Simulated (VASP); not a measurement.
Write the native input for VASP 6.6.1 that does the following.

```
Task                   : single point
Functional             : PBE
Potentials or basis    : VASP PAW PBE potentials, release 64 (Hf_pv, O)
Cutoff                 : 520 eV
k mesh                 : 8 × 8 × 8
Occupations            : fermi-dirac, width 0.02 eV
Spin                   : no spin polarisation
Dipole correction      : no
Further INCAR settings : ALGO = Normal; EDIFF = 1e-06; NBANDS = 18
```

The structure of HfO2 lies in POSCAR:

```
HfO2
1.0
    0.0000000000      2.5291823192      2.5291823192
    2.5038904960      0.0000000000      2.5291823192
    2.5038904960      2.5291823192      0.0000000000
Hf O
1 2
Direct
    0.0000000000      0.0000000000      0.0000000000
    0.2500000000      0.2500000000      0.2500000000
    0.7500000000      0.7500000000      0.7500000000
```

This cell differs from its parent crystal: uniaxial x strain -1.0%.

One way to write it, as run:

INCAR

```
ALGO     = Normal         # electronic algorithm
EDIFF    = 1E-6           # SCF threshold, eV
ENCUT    = 520            # plane-wave cutoff, eV
GGA      = PE             # functional
ISIF     = 2              # what is computed and relaxed
ISMEAR   = -1             # smearing method
LASPH    = T              # aspherical terms in the spheres
LCHARG   = F              # write CHGCAR
LREAL    = F              # projectors in reciprocal space
LWAVE    = F              # write WAVECAR
NBANDS   = 18             # bands
NELM     = 80             # most SCF steps
PREC     = Accurate       # precision mode
SIGMA    = 0.02           # smearing width, eV
```

KPOINTS

```
k-points
0
Gamma
  8 8 8
```

Potentials or basis: VASP PAW PBE potentials, release 64 (Hf_pv, O).

The run is started by

```sh
$ cat potpaw_PBE.64/Hf_pv/POTCAR potpaw_PBE.64/O/POTCAR > POTCAR
$ mpirun -np 1 vasp_std > vasp.out
```

It gave:

```yaml
Pressure: 4.8 GPa
Band_gap_on_the_k_mesh: 3.77 eV
```

Caveat: the cell differs from its parent crystal (uniaxial x strain -1.0%); the cell stands under pressure; spin-orbit coupling is left out, which moves the levels of the heavy elements.

It took 16 s on 1 thread of Intel(R) Xeon(R) 6975P-C (Granite Rapids), with other jobs on the host, peak memory 0.18 GiB.
